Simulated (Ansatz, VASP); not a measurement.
## Ag: VASP beside Ansatz

```xyz
1
Lattice="-1.7384 1.7384 1.6970 1.7384 -1.7384 1.6970 1.7384 1.7384 -1.6970" Properties=species:S:1:pos:R:3 pbc="T T T"
Ag    0.0000    0.0000    0.0000
```

Change from the starting cell: strain +0.050 along x and y, +0.025 along z, atoms carried along.

Alike in both runs: task single point; functional r2SCAN; k mesh 20 × 20 × 20; occupations gaussian, width 0.15 eV; no spin polarisation.

```csv
,VASP,Ansatz
version,VASP 6.6.1,Ansatz 0.2.0
potentials or method,"VASP PAW PBE potentials, release 64 (Ag), cutoff 520 eV","scalar-relativistic, plane waves, PAW"
valence electrons in the cell,11,19
```

|  | VASP | Ansatz | Ansatz less VASP |
| --- | --- | --- | --- |
| gap on the k mesh at the Fermi level (eV) | none | none | - |
| pressure (GPa) | -10.3 | -10.3 | +0.02 |
| traceless stress, the component that is largest in VASP (GPa) | -0.21 | -0.21 | +0.003 |

VASP's potentials were made for PBE, not for r2SCAN. A gap of «none» marks a metal or a gap that the smearing closes. The functional is the same, so the differences come from potentials, cutoffs and numerics. VASP's potentials hold 11 valence electrons a cell and Ansatz's 19, so a difference there can come from the potentials and not from the codes.
